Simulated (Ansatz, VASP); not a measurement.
# One calculation of NaZrO2, two programs

Contents of INCAR:

```
PREC = Accurate ; ENCUT = 600
EDIFF = 1E-6 ; ISMEAR = 0
SIGMA = 0.1 ; LREAL = F
LASPH = T ; NELM = 60
ALGO = Normal ; ISIF = 3
LWAVE = F ; LCHARG = F
GGA = PE ; IBRION = 2
NSW = 100 ; EDIFFG = -0.01
```

KPOINTS

```
regular mesh
0
Gamma
  18 18 8
```

File POSCAR:

```
NaZrO2
1.0
    3.1377655931      0.0000000000      0.0000000000
   -1.5688827966      2.7173847148      0.0000000000
    0.0000000000      0.0000000000      5.9728276474
Na Zr O
1 1 2
Direct
    0.0000000000      0.0000000000      0.0000000000
    0.0000000000      0.0000000000      0.5000000000
    0.3333333333      0.6666666667      0.7173241282
    0.6666666667      0.3333333333      0.2826758718
```

Input for Ansatz:

```yaml
crystal:
  lattice:
    - [3.1377655931, 0.0, 0.0]
    - [-1.5688827966, 2.7173847148, 0.0]
    - [0.0, 0.0, 5.9728276474]
  atoms:
    - { symbol: Na, position: [0.0, 0.0, 0.0] }
    - { symbol: Zr, position: [0.0, 0.0, 0.5] }
    - { symbol: O, position: [0.3333333333, 0.6666666667, 0.7173241282] }
    - { symbol: O, position: [0.6666666667, 0.3333333333, 0.2826758718] }
basis:
  ecutwfc: 420
kpoints:
  mp_grid: { grid: [18, 18, 8] }
hamiltonian:
  xc: pbe
scf:
  occupations: { method: gaussian, width: 0.1 }
output:
  forces: true
  stress: true
  eigenvalues: true
  write_density: true
  write_potential: true
  elf: true
  volumetric_format: npy
relax:
  adjacent_minimum: "off"
  f_tol: 0.01
  max_steps: 80
  cell: { stress_tol: 0.05 }
```

Alike in both runs: task relaxation of cell and atoms; functional PBE; k mesh 18 × 18 × 8; occupations gaussian, width 0.1 eV; no spin polarisation.

```csv
,VASP,Ansatz
version,VASP 6.6.1,Ansatz 0.2.0
potentials or method,"VASP PAW PBE potentials, release 64 (Na_pv, Zr_sv, O), cutoff 600 eV","scalar-relativistic, plane waves, PAW"
valence electrons in the cell,31,33
```

```tsv
	VASP	Ansatz	Ansatz less VASP
gap on the k mesh at the Fermi level, each at its own relaxed structure (eV)	none	none	-
relaxed volume (Å³/atom)	12.71	12.72	+0.009
relaxed length of the cell vector where the two differ most in proportion (Å)	3.135	3.136	+0.0008
```

A gap of «none» marks a metal or a gap that the smearing closes. VASP's potentials hold 31 valence electrons a cell and Ansatz's 33, so a difference there can come from the potentials and not from the codes.
